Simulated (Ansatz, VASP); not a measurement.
# KI in VASP and in Ansatz

```
K I
1.0
     0.00000    3.38357    3.38357
     3.38357    0.00000    3.38357
     3.38357    3.38357    0.00000
K I
1 1
Direct
  0.00000 0.00000 0.00000
  0.50000 0.50000 0.50000
```

Change from the starting cell: strain -0.040 along x and y, -0.040 along z, atoms carried along.

Alike in both runs: task single point; functional PBEsol; k mesh 6 × 6 × 6; occupations gaussian, width 0.05 eV; no spin polarisation.

```csv
,VASP,Ansatz
version,VASP 6.6.1,Ansatz 0.2.0
potentials or method,"VASP PAW PBE potentials, release 64 (K_sv, I), cutoff 520 eV","scalar-relativistic, plane waves, PAW"
valence electrons in the cell,16,26
```

```csv
,VASP,Ansatz,Ansatz less VASP
gap on the k mesh at the Fermi level (eV),4.11,4.12,+0.007
least direct gap on the mesh (eV),4.11,4.12,+0.007
pressure (GPa),1.7,1.7,-0.05
```

VASP's potentials were made for PBE, not for PBEsol. VASP's potentials hold 16 valence electrons a cell and Ansatz's 26, so a difference there can come from the potentials and not from the codes.

Neither program's run includes spin-orbit coupling.
